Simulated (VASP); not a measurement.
# Te2O (P6/mmm) in VASP: further runs

Runs on Te2O. Level: PBE. Tasks: single point, relaxation of cell and atoms.

Program: VASP 6.6.1. These are calculated values, not measurements. Logs are shortened: lines on timing, memory, paths and dates and some standing lists are left out, and cuts for length are marked.

**1. The cell of the first run**

The structure is hexagonal, space group P6/mmm (No. 191). The conventional cell has a = 4.936 Å, b = 4.936 Å, c = 3.115 Å, α = 90.00°, β = 90.00°, γ = 120.00°. Within 3.8 Å of Te (site symmetry -6m2) lie 5 Te at 2.85 to 3.11 Å and 6 O at 3.25 Å. O (site symmetry 6/mmm) has 2 O at 3.11 Å and 12 Te at 3.25 Å within 4.1 Å.

The cell was generated, and may not be a known phase.

**2. Single point, PBE**

File INCAR:

```
  ALGO = Fast
  EDIFF = 1E-6
  ENCUT = 520
  GGA = PE
  ISIF = 2
  ISMEAR = 0
  LASPH = True
  LCHARG = False
  LREAL = False
  LWAVE = False
  NBANDS = 16
  NELM = 60
  PREC = Accurate
  SIGMA = 0.1
```

File KPOINTS:

```
k-points
0
Gamma
  12 12 14
```

File POSCAR:

```
Te2O
1.0
    4.9362683373      0.0000000000      0.0000000000
   -2.4681341687      4.2749337800      0.0000000000
    0.0000000000      0.0000000000      3.1148487053
Te O
2 1
Direct
    0.3333333333      0.6666666667      0.5000000000
    0.6666666667      0.3333333333      0.5000000000
    0.0000000000      0.0000000000      0.0000000000
```

Potentials or basis: VASP PAW PBE potentials, release 64 (Te, O).

Command:

```console
> cat potpaw_PBE.64/Te/POTCAR potpaw_PBE.64/O/POTCAR > POTCAR
> mpirun -np 1 vasp_std > vasp.out
```

OUTCAR:

```text
EDIFF = 1E-6
   ENCUT = 520
   GGA = PE
   ISIF = 2
   ISMEAR = 0
   LASPH = True
   LREAL = False
   NELM = 60
   PREC = Accurate

 ion  position               nearest neighbor table
   1  0.333  0.667  0.500-   2 2.85   2 2.85   2 2.85
   2  0.667  0.333  0.500-   1 2.85   1 2.85   1 2.85
   3  0.000  0.000  0.000-

  LATTYP: Found a hexagonal cell.
 ALAT       =     4.9362683373
 C/A-ratio  =     0.6310128406

  Lattice vectors:

 A1 = (   4.9362683373,   0.0000000000,   0.0000000000)
 A2 = (  -2.4681341687,   4.2749337800,   0.0000000000)
 A3 = (   0.0000000000,   0.0000000000,   3.1148487053)

Analysis of symmetry for initial positions (statically):
=====================================================================
 Subroutine PRICEL returns:
 Original cell was already a primitive cell.

 Routine SETGRP: Setting up the symmetry group for a
 hexagonal supercell.

 Subroutine GETGRP returns: Found 24 space group operations
 (whereof 24 operations were pure point group operations)
 out of a pool of 24 trial point group operations.

The static configuration has the point symmetry D_6h.

Analysis of symmetry for dynamics (positions and initial velocities):
=====================================================================
 Subroutine PRICEL returns:
 Original cell was already a primitive cell.

 Routine SETGRP: Setting up the symmetry group for a
 hexagonal supercell.

 Subroutine GETGRP returns: Found 24 space group operations
 (whereof 24 operations were pure point group operations)
 out of a pool of 24 trial point group operations.

The dynamic configuration has the point symmetry D_6h.

 Subroutine INISYM returns: Found 24 space group operations
 (whereof 24 operations are pure point group operations),
 and found     1 'primitive' translations

----------------------------------------------------------------------------------------

                                     Primitive cell

  volume of cell :      65.7302

  direct lattice vectors                    reciprocal lattice vectors
     4.936268337  0.000000000  0.000000000     0.202582180  0.116960876  0.000000000
    -2.468134169  4.274933780  0.000000000     0.000000000  0.233921752  0.000000000
     0.000000000  0.000000000  3.114848705     0.000000000  0.000000000  0.321042880

  length of vectors
     4.936268337  4.936268337  3.114848705     0.233921752  0.233921752  0.321042880

  position of ions in fractional coordinates (direct lattice)
     0.333333333  0.666666667  0.500000000
     0.666666667  0.333333333  0.500000000
     0.000000000  0.000000000  0.000000000

  ion indices of the primitive-cell ions
   primitive index   ion index
                 1           1
                 2           2
                 3           3

----------------------------------------------------------------------------------------

 KPOINTS: k-points

Automatic generation of k-mesh.
 Grid dimensions read from file:
 generate k-points for:   12   12   14

 Generating k-lattice:

  Cartesian coordinates                     Fractional coordinates (reciprocal lattice)
     0.016881848  0.009746740  0.000000000     0.083333333  0.000000000  0.000000000
     0.000000000  0.019493479  0.000000000     0.000000000  0.083333333  0.000000000
     0.000000000  0.000000000  0.022931634     0.000000000  0.000000000  0.071428571

  Length of vectors
     0.019493479  0.019493479  0.022931634

  Shift w.r.t. Gamma in fractional coordinates (k-lattice)
     0.000000000  0.000000000  0.000000000

 Subroutine IBZKPT returns following result:
 ===========================================

 Found    152 irreducible k-points:

 Following reciprocal coordinates:
            Coordinates               Weight
  0.000000  0.000000  0.000000      1.000000
  0.083333  0.000000  0.000000      6.000000
  0.166667  0.000000  0.000000      6.000000
  0.250000  0.000000  0.000000      6.000000
  0.333333 -0.000000  0.000000      6.000000
  0.416667  0.000000  0.000000      6.000000
[... 16 lines left out ...]
  0.250000  0.000000  0.071429     12.000000
  0.333333 -0.000000  0.071429     12.000000
 [... further k-points ...]
   k-points           NKPTS =    152   k-points in BZ     NKDIM =    152   number of bands    NBANDS=     16
   number of dos      NEDOS =    301   number of ions     NIONS =      3
   total plane-waves  NPLWV =  38400
   dimension x,y,z NGX =    40 NGY =   40 NGZ =   24
   dimension x,y,z NGXF=    80 NGYF=   80 NGZF=   48
   ions per type =               2   1
   NGX,Y,Z   is equivalent  to a cutoff of  13.47, 13.47, 12.81 a.u.
   NGXF,Y,Z  is equivalent  to a cutoff of  26.94, 26.94, 25.62 a.u.
 SYSTEM =  unknown system
   PREC   = accura    normal or accurate (medium, high low for compatibility)
   ISTART =      0    job   : 0-new  1-cont  2-samecut
   ICHARG =      2    charge: 1-file 2-atom 10-const
   ISPIN  =      1    spin polarized calculation?
   LNONCOLLINEAR =      F non collinear calculations
   LSORBIT =      F    spin-orbit coupling
   LASPH  =      T    aspherical Exc in radial PAW
   ENCUT  =  520.0 eV  38.22 Ry    6.18 a.u.   9.18  9.18  5.79*2*pi/ulx,y,z
   NELM   =     60;   NELMIN=  2; NELMDL= -5     # of ELM steps
   EDIFF  = 0.1E-05   stopping-criterion for ELM
   LREAL  =      F    real-space projection
   EDIFFG = 0.1E-04   stopping-criterion for IOM
   NSW    =      0    number of steps for IOM
   IBRION =     -1    ionic relax: 0-MD 1-quasi-New 2-CG
   NFREE  =      0    steps in history (QN), initial steepest desc. (CG)
   ISIF   =      2    stress and relaxation
   ISYM   =      2    0-nonsym 1-usesym 2-fastsym
   POTIM  = 0.5000    time-step for ionic-motion
   TEBEG  =    0.0;   TEEND  =   0.0 temperature during run
   PSTRESS=    0.0 pullay stress
   NELECT =      18.0000    total number of electrons
   NUPDOWN=      -1.0000    fix difference up-down
   EMIN   =  10.00;   EMAX   =-10.00  energy-range for DOS
   EFERMI =   0.00;   METHOD = LEGACY
   ISMEAR =     0;   SIGMA  =   0.10  broadening in eV -4-tet -1-fermi 0-gaus
   EFERMI_NEDOS =   21; number of points for ismear=-14 and -15
   IALGO  =     68    algorithm
   IMIX   =      4    mixing-type and parameters
     AMIX     =   0.40;   BMIX     =  1.00
     AMIX_MAG =   1.60;   BMIX_MAG =  1.00
  volume/ion in A,a.u.               =      21.91       147.86
  Fermi-wavevector in a.u.,A,eV,Ry     =   1.063108  2.008982 15.377279  1.130198
  Thomas-Fermi vector in A             =   2.198581
   LORBIT       =      0    0 simple, 1 ext, 2 COOP (PROOUT), +10 PAW based schemes
   GGA     = PE    functional components
   LHFCALC =     F    Hartree Fock is set to
   AEXX    =    0.0000 exact exchange contribution
   IVDW    =     0    specifies the selected vdW correction
   LEPSILON=     F    determine dielectric tensor
   LRPA    =     F    only Hartree local field effects (RPA)
 non-spin polarized calculation
 RMM-DIIS sequential band-by-band and
 Gauss-broadening in eV      SIGMA  =   0.10
  energy-cutoff  :      520.00
  volume of cell :       65.73
 maximum number of plane-waves:      1794
 NGX is ok and might be reduce to    40
   NGX = 19   NGY = 19   NGZ = 11

 number of electron      18.0000001 magnetization

 Free energy of the ion-electron system (eV)
  ---------------------------------------------------
  ext. energy  EPLUGINS =         0.00000000
  ---------------------------------------------------
  free energy    TOTEN  =        -9.40407470 eV

  energy without entropy =       -9.38756338  energy(sigma->0) =       -9.39581904

 E-fermi :   6.6944     XC(G=0): -10.1097

 val. band max:        6.6932504582   @ k =   0.3333  -0.0000   0.2857
 cond. band min:       6.6960151467   @ k =   0.3333   0.2500   0.0000
 fundamental gap:      0.0027646885
 Fermi energy:         6.6944340690

 k-point     1 :       0.0000    0.0000    0.0000
  band No.  band energies     occupation
      1      -9.2770      2.00000
      2      -7.1769      2.00000
      3      -3.0362      2.00000
      4       1.6156      2.00000
      5       1.6156      2.00000
      6       4.0868      2.00000
[... 8 lines left out ...]
     15      18.5749      0.00000
     16      19.1893      0.00000

 k-point     2 :       0.0833    0.0000    0.0000
  band No.  band energies     occupation
      1      -9.2533      2.00000
      2      -7.1677      2.00000
      3      -3.2041      2.00000
      4       1.5173      2.00000
      5       1.7355      2.00000
      6       4.2515      2.00000
[... 8 lines left out ...]
     15      18.0705      0.00000
     16      19.1177      0.00000

 k-point     3 :       0.1667    0.0000    0.0000
  band No.  band energies     occupation
      1      -9.1874      2.00000
      2      -7.1359      2.00000
      3      -3.6317      2.00000
      4       1.2922      2.00000
      5       2.0450      2.00000
      6       4.6667      2.00000
[... 8 lines left out ...]
     15      17.4259      0.00000
     16      17.8339      0.00000

 k-point     4 :       0.2500    0.0000    0.0000
  band No.  band energies     occupation
      1      -9.0942      2.00000
      2      -7.0716      2.00000
      3      -4.1742      2.00000
      4       1.0472      2.00000
      5       2.4659      2.00000
      6       5.1954      2.00000
[... 8 lines left out ...]
     15      16.6365      0.00000
     16      17.4121      0.00000
[... 324 lines left out ...]
 k-point    22 :       0.1667    0.0000    0.0714
  band No.  band energies     occupation
      1      -9.1579      2.00000
      2      -7.0942      2.00000
      3      -3.5641      2.00000
      4       1.3513      2.00000
      5       2.1034      2.00000
      6       4.7120      2.00000
[... 8 lines left out ...]
     15      17.2851      0.00000
     16      17.5689      0.00000

 k-point    23 :       0.2500    0.0000    0.0714
  band No.  band energies     occupation
      1      -9.0688      2.00000
      2      -7.0240      2.00000
      3      -4.1078      2.00000
      4       1.1075      2.00000
      5       2.5201      2.00000
      6       5.2296      2.00000
[... 8 lines left out ...]
     15      16.6400      0.00000
     16      17.4605      0.00000

 k-point    24 :       0.3333   -0.0000    0.0714
  band No.  band energies     occupation
      1      -8.9770      2.00000
      2      -6.9124      2.00000
      3      -4.6440      2.00000
      4       0.9063      2.00000
      5       2.9860      2.00000
      6       5.7350      2.00000
[... 8 lines left out ...]
     15      15.6292      0.00000
     16      16.7565      0.00000

 [... further k-points ...]

------------------------ aborting loop because EDIFF is reached ----------------------------------------

  FORCE on cell =-STRESS in cart. coord.  units (eV):
  Direction    XX          YY          ZZ          XY          YZ          ZX
  --------------------------------------------------------------------------------------
  -------------------------------------------------------------------------------------
  Total       -0.0050596     -0.0050596      0.0058747      0.0000000      0.0000000      0.0000000
  in kB       -0.1233272     -0.1233272      0.1431961      0.0000000      0.0000000      0.0000000
  external PRESSURE =      -0.0344861 kB  Pullay stress =       0.0000000 kB

 VOLUME and BASIS-vectors are now :
 -----------------------------------------------------------------------------
  energy-cutoff  :      520.00
  volume of cell :       65.73
      direct lattice vectors                 reciprocal lattice vectors
     4.936268337  0.000000000  0.000000000     0.202582180  0.116960876  0.000000000
    -2.468134169  4.274933780  0.000000000     0.000000000  0.233921752  0.000000000
     0.000000000  0.000000000  3.114848705     0.000000000  0.000000000  0.321042880

 POSITION                                       TOTAL-FORCE (eV/Angst)
 -----------------------------------------------------------------------------------
     -0.00000      2.84996      1.55742         0.000000     -0.000000     -0.000000
      2.46813      1.42498      1.55742        -0.000000      0.000000      0.000000
      0.00000      0.00000      0.00000        -0.000000      0.000000     -0.000000
 -----------------------------------------------------------------------------------
    total drift:                                0.000000     -0.000000      0.000000

  FREE ENERGIE OF THE ION-ELECTRON SYSTEM (eV)
  ---------------------------------------------------
  free  energy   TOTEN  =        -9.4040747004 eV

  energy  without entropy=       -9.3875633774  energy(sigma->0) =       -9.39581904
```

Wall time 2.4 min (1 thread of Oxide Virtual Turin-like, shared host); peak memory 0.26 GiB.

What came out:

```yaml
Free_energy: -9.4041 eV
Pressure: 0.0 GPa
Band_gap_on_the_k_mesh: zero (bands 9 and 10 overlap by 2.84 eV)
```

Caveat: spin-orbit coupling is left out, which moves the levels of the heavy elements.

**3. Relaxation of cell and atoms, PBE**

This run uses another cell than the first one, of 21.99 Å³/atom.

File INCAR:

```
SYSTEM = Te2O
PREC = Accurate ; ENCUT = 600
EDIFF = 1E-6 ; ISMEAR = 0
SIGMA = 0.1 ; LREAL = .False.
LASPH = .True. ; NELM = 80
ALGO = Fast ; ISIF = 3
LWAVE = .False. ; LCHARG = .False.
GGA = PE ; IBRION = 2
NSW = 100 ; EDIFFG = -0.01
```

File KPOINTS:

```
regular mesh
0
Gamma
  12 12 14
  0 0 0
```

File POSCAR:

```
Te2O
1.0
    4.9207722690      0.0000000000      0.0000000000
   -2.4603861345      4.2615137912      0.0000000000
    0.0000000000      0.0000000000      3.1461005112
Te O
2 1
Direct
    0.3333333333      0.6666666667      0.5000000000
    0.6666666667      0.3333333333      0.5000000000
    0.0000000000      0.0000000000      0.0000000000
```

Potentials or basis: VASP PAW PBE potentials, release 64 (Te, O).

Command:

```console
> cat potpaw_PBE.64/Te/POTCAR potpaw_PBE.64/O/POTCAR > POTCAR
> mpirun -np 1 vasp_std > vasp.out
```

It took 7.4 min on 1 thread of Oxide Virtual Turin-like, shared host; peak memory 0.3 GiB.

It converged, with:

```yaml
Free_energy: -9.4053 eV
Relaxed_volume: 21.86 Å³/atom
Relaxed_cell: a = 4.934 Å, b = 4.934 Å, c = 3.111 Å, α = 90.00°, β = 90.00°, γ = 120.00°
Space_group_after_relaxing_to_0.1_Å: P6/mmm (No. 191)
Energy_gained_by_relaxing: 1.0 meV/atom
Ionic_steps: 5
Pressure_after_relaxing: 0.0 GPa
Band_gap_on_the_k_mesh: zero (bands 9 and 10 overlap by 2.86 eV)
```

The path:
```tsv
step	energy change (eV)	largest force (eV/Å)	pressure (GPa)	volume (Å³)
1	0.0000	0.0000	-0.28	65.97
2	-0.0028	0.0000	-0.03	65.60
3	-0.0030	0.0000	0.07	65.48
4	-0.0030	0.0000	0.10	65.46
5	-0.0030	0.0000	0.02	65.59
```

Final structure:
```cif
data_structure
_symmetry_space_group_name_H-M 'P 1'
_symmetry_Int_Tables_number 1
_cell_length_a 4.9342
_cell_length_b 4.9342
_cell_length_c 3.1107
_cell_angle_alpha 90.000
_cell_angle_beta 90.000
_cell_angle_gamma 120.000
_cell_volume 65.59
loop_
_atom_site_label
_atom_site_type_symbol
_atom_site_fract_x
_atom_site_fract_y
_atom_site_fract_z
_atom_site_occupancy
Te1 Te 0.33333 0.66667 0.50000 1
Te2 Te 0.66667 0.33333 0.50000 1
O1 O 0.00000 0.00000 0.00000 1
```

Levels at points of the mesh, in eV from the Fermi level:
```tsv
k point	band 5	band 6	band 7	band 8	band 9	band 10	band 11	band 12	band 13
(0.00, 0.00, 0.00)	-5.09	-2.62	-2.62	-0.35	1.69	2.06	2.06	4.81	6.11
(0.50, 0.00, 0.00)	-3.10	-0.97	-0.44	-0.01	1.15	2.06	2.07	3.28	6.59
(0.00, 0.00, 0.50)	-3.62	-3.62	-2.79	-1.35	-1.03	-1.03	1.10	1.10	4.34
(0.50, 0.00, 0.50)	-4.37	-4.26	-2.94	-1.22	-0.16	0.19	2.56	3.70	4.90
```

Caveat: spin-orbit coupling is left out, which moves the levels of the heavy elements.
